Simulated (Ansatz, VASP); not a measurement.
# Two plane-wave programs on Sc4AlAs

```
CELL_PARAMETERS angstrom
0.00000 4.03572 4.03572
4.03572 0.00000 4.03572
4.03572 4.03572 0.00000
ATOMIC_POSITIONS crystal
Sc 0.62431 0.62431 0.12708
Sc 0.62431 0.12708 0.62431
Sc 0.12708 0.62431 0.62431
Sc 0.62431 0.62431 0.62431
Al 0.25000 0.25000 0.25000
As 0.00000 0.00000 0.00000
```

Change from the starting cell: species swapped into the Be4AlNi type (F-43m, No. 216).

Alike in both runs: task single point; functional PBE; k mesh 4 × 4 × 4; occupations gaussian, width 0.1 eV; collinear spin.

```csv
,VASP,Ansatz
version,VASP 6.6.1,Ansatz 0.2.0
potentials or method,"VASP PAW PBE potentials, release 64 (Sc_sv, Al, As), cutoff 500 eV","scalar-relativistic, plane waves, PAW"
valence electrons in the cell,52,62
```

Ansatz gave:

- gap on the k mesh at the Fermi level (eV): none
- pressure (GPa): 0.3
- rms of the force components (eV/Å): 0.009
- net moment per atom (μB): 0.00

**Question.** Estimate VASP's values.

**Answer.** gap on the k mesh at the Fermi level (eV): none; pressure (GPa): 0.3; rms of the force components (eV/Å): 0.008; net moment per atom (μB): 0.00.

Atom by atom the forces differ by 0.001 eV/Å (rms over components). A gap of «none» marks a metal or a gap that the smearing closes. VASP's potentials hold 52 valence electrons a cell and Ansatz's 62, so a difference there can come from the potentials and not from the codes. Ansatz's warnings: seeded moment not kept.
